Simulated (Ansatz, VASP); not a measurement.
# Two plane-wave programs on SnO

```
Sn O
1.0
     0.00000    2.60898    2.60898
     2.60898    0.00000    2.60898
     2.60898    2.60898    0.00000
Sn O
1 1
Cartesian
  0.0000 0.0000 0.0000
  2.6090 2.6090 2.6090
```

Alike in both runs: task single point; functional PBE; k mesh 8 × 8 × 8; occupations fermi-dirac, width 0.02 eV; no spin polarisation.

|  | VASP | Ansatz |
| --- | --- | --- |
| version | VASP 6.6.1 | Ansatz 0.2.0 |
| potentials or method | VASP PAW PBE potentials, release 64 (Sn_d, O) | plane waves, PAW |
| plane-wave cutoff (eV) | 520 | 420 |
| valence electrons in the cell | 20 | 20 |

|  | VASP | Ansatz | Ansatz less VASP |
| --- | --- | --- | --- |
| gap on the k mesh at the Fermi level (eV) | 0.87 | 0.87 | -0.001 |
| pressure (GPa) | -4.9 | -4.8 | +0.09 |
